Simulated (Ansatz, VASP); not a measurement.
**One calculation of Y, two programs**

File INCAR:

```
PREC = Accurate
ENCUT = 500
EDIFF = 1E-6
ISMEAR = -5
SIGMA = 0.05
LREAL = F
LASPH = T
NELM = 120
ALGO = Normal
ISIF = 2
LWAVE = F
LCHARG = F
GGA = LIBXC
LIBXC1 = GGA_X_B88
LIBXC2 = GGA_C_PBE
NBANDS = 12
GGA_COMPAT = F
```

KPOINTS

```
Automatic mesh
0
Gamma
  9 9 9
```

File POSCAR:

```
Y
1.0
    0.0000000000      2.5519910600      2.5519910600
    2.5519910600      0.0000000000      2.5519910600
    2.5519910600      2.5519910600      0.0000000000
Y
1
Direct
    0.0000000000      0.0000000000      0.0000000000
```

Contents of input.yaml:

```yaml
crystal:
  lattice: { a: 5.10398212, b: 5.10398212, c: 5.10398212, alpha: 90.0, beta: 90.0, gamma: 90.0 }
  space_group: 225
  reduce_to_primitive: true
  atoms:
    - { symbol: "Y", wyckoff: "4a", position: [0.0, 0.0, 0.0] }
hamiltonian:
  xc: { exchange: b88, correlation: pbe }
  pseudopotentials: { kind: paw, xc_functional: lda, accuracy: standard }
kpoints:
  mp_grid: { grid: [9, 9, 9] }
scf:
  occupations: { method: tetrahedron }
output:
  forces: true
  stress: true
  write_density: true
  write_potential: true
  elf: true
  volumetric_format: npy
```

Alike in both runs: task single point; functional b88 exchange, pbe correlation; k mesh 9 × 9 × 9; occupations tetrahedron; no spin polarisation.

```csv
,VASP,Ansatz
version,VASP 6.6.1,Ansatz 0.2.0
potentials or method,"VASP PAW PBE potentials, release 64 (Y_sv)",JTH PAW LDA
plane-wave cutoff (eV),500,870
valence electrons in the cell,11,11
```

Ansatz gave:

```
gap on the k mesh at the Fermi level (eV) : none
pressure (GPa)                            : -1.1
```

Task: Estimate VASP's values.

Result: gap on the k mesh at the Fermi level (eV): none; pressure (GPa): -1.2.

VASP's potentials were made for PBE, not for b88 exchange, pbe correlation. A gap of «none» marks a metal or a gap that the smearing closes.
